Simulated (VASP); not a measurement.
Wanted: the native input for a VASP 6.6.1 run.

- Task: single point
- Functional: PBE
- Potentials or basis: VASP PAW PBE potentials, release 64 (H, Os)
- Cutoff: 520 eV
- k mesh: 16 × 16 × 16
- Occupations: gaussian, width 0.1 eV
- Spin: no spin polarisation
- Dipole correction: no
- Further INCAR settings: ALGO = Normal; EDIFF = 1e-06; NBANDS = 14

The structure of H3Os lies in POSCAR:

```
H3Os
1.0
    2.8543605941      0.0000000000      0.0000000000
    0.0000000000      2.8543605941      0.0000000000
    0.0000000000      0.0000000000      2.8543605941
H Os
3 1
Direct
    0.0000000000      0.5000000000      0.5000000000
    0.5000000000      0.0000000000      0.5000000000
    0.5000000000      0.5000000000      0.0000000000
    0.0000000000      0.0000000000      0.0000000000
```

The input as run:

INCAR

```
  PREC = Accurate
  ENCUT = 520
  EDIFF = 1E-6
  ISMEAR = 0
  SIGMA = 0.1
  LREAL = False
  LASPH = True
  NELM = 60
  ALGO = Normal
  ISIF = 2
  LWAVE = False
  LCHARG = False
  GGA = PE
  NBANDS = 14
```

KPOINTS

```
regular mesh
0
Gamma
  16 16 16
```

Potentials or basis: VASP PAW PBE potentials, release 64 (H, Os).

Launch:

```console
$ cat potpaw_PBE.64/H/POTCAR potpaw_PBE.64/Os/POTCAR > POTCAR
$ mpirun -np 1 vasp_std > vasp.out
```

Results of the run:

* Pressure: 0.5 GPa

It took 18 s on 1 thread of Intel(R) Xeon(R) Platinum 8488C (Sapphire Rapids) (shared host), peak memory 0.18 GiB.
